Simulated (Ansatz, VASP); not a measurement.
# One calculation of Cr, two programs

```
Cr
1.0
    -1.40020    1.40020    1.40020
     1.40020   -1.40020    1.40020
     1.40020    1.40020   -1.40020
Cr
1
Direct
  0.00000 0.00000 0.00000
```

Alike in both runs: task single point; functional BLYP; k mesh 25 × 25 × 25; occupations fermi-dirac, width 0.1 eV; no spin polarisation.

```csv
,VASP,Ansatz
version,VASP 6.6.1,Ansatz 0.2.0
potentials or method,"VASP PAW PBE potentials, release 64 (Cr_pv), cutoff 520 eV","plane waves (420 eV) with PAW, scalar-relativistic"
valence electrons in the cell,12,14
```

Ansatz gave:

```
pressure (GPa) : 23.4
```

Question: What did VASP give for the same quantities?

Answer: Pressure (GPa): 23.3.

VASP's potentials were made for PBE, not for BLYP. VASP's potentials hold 12 valence electrons a cell and Ansatz's 14, so a difference there can come from the potentials and not from the codes.
